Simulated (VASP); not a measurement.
Write the native input for VASP 6.6.1 that does the following.

```yaml
Task: relaxation of cell and atoms
Functional: PBE
Potentials_or_basis: VASP PAW PBE potentials, release 64 (Pd)
Cutoff: 500 eV
k_mesh: 10 × 10 × 10
Occupations: fermi-dirac, width 0.05 eV
Spin: no spin polarisation
Dipole_correction: no
Further_INCAR_settings: ALGO = Normal; EDIFF = 1e-07; IBRION = 2; EDIFFG = -0.01; NSW = 80; ISIF = 3
```

The structure of Pd lies in POSCAR:

```
Pd
1.0
    1.5450000000      1.5450000000      1.5450000000
   -1.5450000000      1.5450000000      1.5450000000
   -1.5450000000     -1.5450000000      1.5450000000
Pd
1
Direct
    0.0000000000      0.0000000000      0.0000000000
```

The input as run:

INCAR

```
SYSTEM = Pd
PREC = Accurate
ENCUT = 500
EDIFF = 1E-7
ISMEAR = -1
SIGMA = 0.05
LREAL = .False.
LASPH = .True.
NELM = 120
ALGO = Normal
ISIF = 3
LWAVE = .False.
LCHARG = .False.
GGA = PE
IBRION = 2
NSW = 80
EDIFFG = -0.01
GGA_COMPAT = .False.
NELMIN = 4
```

KPOINTS

```
regular mesh
0
Gamma
  10 10 10
  0 0 0
```

Potentials or basis: VASP PAW PBE potentials, release 64 (Pd).

Launch:

```console
$ cat potpaw_PBE.64/Pd/POTCAR > POTCAR
$ mpirun -np 1 vasp_std > vasp.out
```

It gave:

```yaml
Relaxed_volume: 15.44 Å³/atom
Relaxed_cell: a = 2.717 Å, b = 2.717 Å, c = 2.717 Å, α = 70.53°, β = 109.47°, γ = 70.53°
Space_group_after_relaxing_to_0.05_Å: Im-3m (No. 229)
Energy_gained_by_relaxing: 16.5 meV/atom
Ionic_steps: 3
Pressure_after_relaxing: -0.1 GPa
Band_gap_on_the_k_mesh: zero (band 5 reaches 9.59 eV, above the bottom of band 6 at 8.14 eV)
```

Run time: 11 s on 1 thread of Intel(R) Xeon(R) Platinum 8559C (Emerald Rapids), with other jobs on the host, peak memory 0.13 GiB.
